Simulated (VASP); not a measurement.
Here is a VASP 6.6.1 calculation.

The input INCAR:

```
SYSTEM = PtS2
PREC = Accurate
ENCUT = 520
EDIFF = 1E-7
ISMEAR = 0
SIGMA = 0.05
LREAL = .False.
LASPH = .True.
NELM = 80
ALGO = Normal
ISIF = 2
LWAVE = .False.
LCHARG = .False.
GGA = PE
NBANDS = 18
```

File KPOINTS:

```
Automatic mesh
0
Gamma
  12 12 8
  0 0 0
```

File POSCAR:

```
PtS2
1.0
    3.5431994758      0.0000000000      0.0000000000
   -1.7715997379      3.0685007567      0.0000000000
    0.0000000000      0.0000000000      5.0388000000
Pt S
1 2
Direct
    0.0000000000      0.0000000000      0.0000000000
    0.2442979697      0.6014882568      0.2500000000
    0.6666666667      0.3333333333      0.7500000000
```

Potentials or basis: VASP PAW PBE potentials, release 64 (Pt, S).

The run is started by

```bash
$ cat potpaw_PBE.64/Pt/POTCAR potpaw_PBE.64/S/POTCAR > POTCAR
$ mpirun -np 1 vasp_std > vasp.out
```

(1) Predict the band gap on the k mesh.

(2) What does it give for the largest force?

(3) Predict the pressure.

Answers

(1) 0.27 eV (least direct gap 0.38 eV).

(2) 2.133 eV/Å.

(3) 4.7 GPa.

Caveat: the cell differs from its parent crystal (atom 2 (S) moved by (-0.200, -0.200) A along x and y); the stress differs along the axes, from 2 to 9 GPa; spin-orbit coupling is left out, which moves the levels of the heavy elements; forces of over 1 eV/Å act on the atoms, so gaps and moduli don't describe the material at rest.
